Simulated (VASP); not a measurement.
The system is Ta.

```xyz
1
Lattice="-1.6402 1.6402 1.6402 1.6402 -1.6402 1.6402 1.6402 1.6402 -1.6402" Properties=species:S:1:pos:R:3 pbc="T T T"
Ta    0.0000    0.0000    0.0000
```

Base run:

| Property | Result |
| --- | --- |
| Program | VASP 6.6.1 |
| Functional | LDA |
| Potentials or basis | VASP PAW LDA potentials, release 64 (Ta_pv) |
| Cutoff | 520 eV |
| k mesh | 11 × 11 × 11 |
| Occupations | fermi-dirac, width 0.05 eV |
| Spin | no spin polarisation |

Its results: pressure -4.6 GPa.

Question: The run is repeated on the same cell with these changes: potentials or basis from VASP PAW LDA potentials, release 64 (Ta_pv) to VASP PAW LDA potentials, release 64 (Ta_sv_GW); cutoff from 520 eV to 500 eV; valence electrons from 11 to 13. What comes out?

Answer: Pressure -6.2 GPa.
